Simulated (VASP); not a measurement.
The system is Be2Cl3.

```
Be Cl
1.0
     3.10679    1.79371    5.65482
    -3.10679    1.79371    5.65482
     0.00000   -3.58741    5.65482
Be Cl
4 6
Direct
  0.85218 0.85218 0.85218
  0.64782 0.64782 0.64782
  0.14782 0.14782 0.14782
  0.35218 0.35218 0.35218
  0.05625 0.44375 0.75000
  0.75000 0.05625 0.44375
  0.44375 0.75000 0.05625
  0.94375 0.55625 0.25000
  0.25000 0.94375 0.55625
  0.55625 0.25000 0.94375
```

- Program: VASP 6.6.1
- Task: relaxation of cell and atoms
- Functional: PBE
- Potentials or basis: VASP PAW PBE potentials, release 64 (Be, Cl)
- Cutoff: 600 eV
- k mesh: 3 × 3 × 3
- Occupations: gaussian, width 0.1 eV
- Spin: no spin polarisation

At the start: pressure -4.4 GPa; volume 18.91 Å³/atom.

Task: How do energy, volume and symmetry change on relaxing?

Result: Over 30 steps the energy falls by 355.3 meV/atom and the volume is 26.02 Å³/atom (+37.6 %); space group R-3c (No. 167, to 0.1 Å) before and after.

The path:
| step | energy change (eV) | largest force (eV/Å) | pressure (GPa) | volume (Å³) |
| --- | --- | --- | --- | --- |
| 1 | 0.0000 | 0.5531 | -4.37 | 189.07 |
| 2 | -0.4651 | 0.6146 | -2.71 | 175.29 |
| 3 | -0.7037 | 0.5172 | 5.10 | 150.08 |
| 4 | -0.7723 | 0.5744 | 1.08 | 159.43 |
| 5 | -0.7781 | 0.5553 | 1.88 | 157.30 |
| 6 | -1.0055 | 0.5900 | 2.34 | 156.79 |
| 7 | -1.1178 | 0.6356 | 4.06 | 155.94 |
| 8 | -1.3591 | 0.7669 | 2.59 | 163.18 |
| 9 | -1.9978 | 1.0378 | -0.31 | 186.17 |
| 10 | -2.7765 | 0.8854 | -2.65 | 238.17 |
| 11 | -3.0188 | 0.6449 | -1.86 | 243.68 |
| 12 | -3.2036 | 0.2866 | -0.74 | 251.21 |
| 13 | -3.0292 | 0.4829 | 1.33 | 266.28 |
| 14 | -3.2292 | 0.2562 | -0.08 | 255.34 |
| 15 | -3.2304 | 0.2388 | -0.19 | 254.59 |
| 16 | -3.2487 | 0.2408 | -0.14 | 253.43 |
| 17 | -3.3001 | 0.2433 | 0.04 | 249.98 |
| 18 | -3.3854 | 0.2396 | 0.40 | 243.13 |
| 19 | -3.4630 | 0.1672 | 1.17 | 229.61 |
| 20 | -3.4847 | 0.1012 | 0.52 | 231.28 |
| 21 | -3.4868 | 0.1210 | 0.24 | 232.02 |
| 22 | -3.4912 | 0.1132 | 0.23 | 232.84 |
| 23 | -3.5035 | 0.0894 | 0.19 | 235.29 |
| 24 | -3.5228 | 0.0412 | 0.12 | 240.23 |
| 25 | -3.5406 | 0.0576 | 0.00 | 250.19 |
| 26 | -3.5409 | 0.0753 | -0.02 | 252.02 |
| 27 | -3.5470 | 0.0788 | 0.32 | 253.77 |
| 28 | -3.5470 | 0.0790 | 0.33 | 253.83 |
| 29 | -3.5505 | 0.0568 | 0.23 | 255.61 |
| 30 | -3.5535 | 0.0183 | -0.05 | 260.16 |

Final structure:
```yaml
crystal:
  lattice:
    - [2.97718, 1.71888, 8.47296]
    - [-2.97718, 1.71888, 8.47296]
    - [0.00000, -3.43775, 8.47296]
  atoms:
    - { symbol: Be, position: [0.89794, 0.89794, 0.89794] }
    - { symbol: Be, position: [0.60206, 0.60206, 0.60206] }
    - { symbol: Be, position: [0.10206, 0.10206, 0.10206] }
    - { symbol: Be, position: [0.39794, 0.39794, 0.39794] }
    - { symbol: Cl, position: [0.10111, 0.39889, 0.75000] }
    - { symbol: Cl, position: [0.75000, 0.10111, 0.39889] }
    - { symbol: Cl, position: [0.39889, 0.75000, 0.10111] }
    - { symbol: Cl, position: [0.89889, 0.60111, 0.25000] }
    - { symbol: Cl, position: [0.25000, 0.89889, 0.60111] }
    - { symbol: Cl, position: [0.60111, 0.25000, 0.89889] }
```

Caveat: the k points lie up to 0.41 Å⁻¹ apart in the final cell; the volume moved by over 15 % at a fixed basis, so the end points are rough.
